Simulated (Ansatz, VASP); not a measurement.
Two plane-wave programs on GaSb

POSCAR

```
GaSb
1.0
    0.0000000000      2.9060500000      3.1354750000
    2.9060500000      0.0000000000      3.1354750000
    2.9060500000      2.9060500000      0.0000000000
Ga Sb
1 1
Direct
    0.0000000000      0.0000000000      0.0000000000
    0.7500000000      0.7500000000      0.7500000000
```

INCAR.step1

```
SYSTEM = GaSb
PREC = Accurate ; ENCUT = 520
ISMEAR = 0 ; SIGMA = 0.05
LREAL = .FALSE. ; LASPH = .TRUE.
NELM = 80 ; NBANDS = 16
GGA = PE ; ALGO = Normal
EDIFF = 1E-4 ; LWAVE = .TRUE.
LCHARG = .FALSE.
```

The input INCAR.step2:

```
SYSTEM = GaSb
PREC = Accurate ; ENCUT = 520
EDIFF = 1E-6 ; ISMEAR = 0
SIGMA = 0.05 ; LREAL = .FALSE.
LASPH = .TRUE. ; NELM = 80
ALGO = Normal ; ISIF = 2
LWAVE = .FALSE. ; LCHARG = .TRUE.
METAGGA = R2SCAN ; LMIXTAU = .TRUE.
LELF = .TRUE. ; LVHAR = .TRUE.
NBANDS = 16 ; ISTART = 1
```

Contents of KPOINTS:

```
Automatic mesh
0
G
  10 10 10
  0 0 0
```

Input for Ansatz:

```yaml
crystal:
  lattice:
    - [0.0, 2.90605, 3.135475]
    - [2.90605, 0.0, 3.135475]
    - [2.90605, 2.90605, 0.0]
  atoms:
    - { symbol: Ga, position: [0.0, 0.0, 0.0] }
    - { symbol: Sb, position: [0.75, 0.75, 0.75] }
basis:
  ecutwfc: 500
kpoints:
  mp_grid: { grid: [10, 10, 10] }
hamiltonian:
  xc: r2scan
scf:
  occupations: { method: gaussian, width: 0.05 }
output:
  forces: true
  stress: true
  eigenvalues: true
```

Change from the starting cell: strain -0.050 along x and y, +0.025 along z, atoms carried along.

Alike in both runs: task single point; functional r2SCAN; k mesh 10 × 10 × 10; occupations gaussian, width 0.05 eV; no spin polarisation.

|  | VASP | Ansatz |
| --- | --- | --- |
| version | VASP 6.6.1 | Ansatz 0.2.0 |
| potentials or method | VASP PAW PBE potentials, release 64 (Ga_d, Sb), cutoff 520 eV | scalar-relativistic, plane waves, PAW |
| valence electrons in the cell | 18 | 28 |

Ansatz gave:

- gap on the k mesh at the Fermi level (eV): 0.58
- least direct gap on the mesh (eV): 0.84
- pressure (GPa): 5.5
- traceless stress, the component that is largest in VASP (GPa): -2.99

**Question.** Estimate VASP's values.

**Answer.** gap on the k mesh at the Fermi level (eV): 0.56; least direct gap on the mesh (eV): 0.82; pressure (GPa): 5.6; traceless stress, the component that is largest in VASP (GPa): -2.99.

VASP's potentials were made for PBE, not for r2SCAN. The functional is the same, so the differences come from potentials, cutoffs and numerics. VASP's potentials hold 18 valence electrons a cell and Ansatz's 28, so a difference there can come from the potentials and not from the codes.

Spin-orbit coupling is off throughout.
